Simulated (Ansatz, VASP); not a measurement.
**Two plane-wave programs on TaW3O4**

File INCAR:

```
PREC     = Accurate       # precision mode
ENCUT    = 600            # plane-wave cutoff, eV
EDIFF    = 1E-6           # SCF threshold, eV
ISMEAR   = 0              # smearing method
SIGMA    = 0.1            # smearing width, eV
LREAL    = F              # projectors in reciprocal space
LASPH    = T              # aspherical terms in the spheres
NELM     = 60             # most SCF steps
ALGO     = Normal         # electronic algorithm
ISIF     = 3              # what is computed and relaxed
LWAVE    = F              # write WAVECAR
LCHARG   = F              # write CHGCAR
GGA      = PE             # functional
IBRION   = 2              # ionic algorithm
NSW      = 90             # ionic steps
EDIFFG   = -0.04          # ionic threshold
```

The input KPOINTS:

```
regular mesh
0
Gamma
  4 4 4
```

Contents of POSCAR:

```
TaW3O4
1.0
   -2.7806082900      2.7806082900      2.7806082900
    2.7806082900     -2.7806082900      2.7806082900
    2.7806082900      2.7806082900     -2.7806082900
Ta W O
1 3 4
Direct
    0.0000000000      0.0000000000      0.0000000000
    0.5000000000      0.5000000000      0.0000000000
    0.5000000000      0.0000000000      0.5000000000
    0.0000000000      0.5000000000      0.5000000000
    0.5000000000      0.5000000000      0.5000000000
    0.0000000000      0.0000000000      0.5000000000
    0.0000000000      0.5000000000      0.0000000000
    0.5000000000      0.0000000000      0.0000000000
```

Input for Ansatz:

```yaml
crystal:
  lattice:
    - [-2.78060829, 2.78060829, 2.78060829]
    - [2.78060829, -2.78060829, 2.78060829]
    - [2.78060829, 2.78060829, -2.78060829]
  atoms:
    - { symbol: Ta, position: [0.0, 0.0, 0.0] }
    - { symbol: W, position: [0.5, 0.5, 0.0] }
    - { symbol: W, position: [0.5, 0.0, 0.5] }
    - { symbol: W, position: [0.0, 0.5, 0.5] }
    - { symbol: O, position: [0.5, 0.5, 0.5] }
    - { symbol: O, position: [0.0, 0.0, 0.5] }
    - { symbol: O, position: [0.0, 0.5, 0.0] }
    - { symbol: O, position: [0.5, 0.0, 0.0] }
basis:
  ecutwfc: 420
kpoints:
  mp_grid: { grid: [4, 4, 4] }
hamiltonian:
  xc: pbe
scf:
  occupations: { method: gaussian, width: 0.1 }
  lower_state_search: "off"
output:
  forces: true
  stress: true
  eigenvalues: true
relax:
  adjacent_minimum: "off"
  f_tol: 0.04
  max_steps: 70
  cell: { stress_tol: 0.4 }
```

Alike in both runs: task relaxation of cell and atoms; functional PBE; k mesh 4 × 4 × 4; occupations gaussian, width 0.1 eV; no spin polarisation.

|  | VASP | Ansatz |
| --- | --- | --- |
| version | VASP 6.6.1 | Ansatz 0.2.0 |
| potentials or method | VASP PAW PBE potentials, release 64 (Ta_pv, W_sv, O), cutoff 600 eV | scalar-relativistic, plane waves, PAW |
| valence electrons in the cell | 77 | 79 |

|  | VASP | Ansatz | Ansatz less VASP |
| --- | --- | --- | --- |
| gap on the k mesh at the Fermi level, each at its own relaxed structure (eV) | none | none | - |
| relaxed volume (Å³/atom) | 11.32 | 11.27 | -0.056 |
| relaxed cell length with the largest relative difference (Å) | 4.900 | 4.892 | -0.0081 |

A gap of «none» marks a metal or a gap that the smearing closes. VASP's potentials hold 77 valence electrons a cell and Ansatz's 79, so a difference there can come from the potentials and not from the codes.

The k mesh is coarse, so the values compare programs but aren't converged. Neither program's run includes spin-orbit coupling.
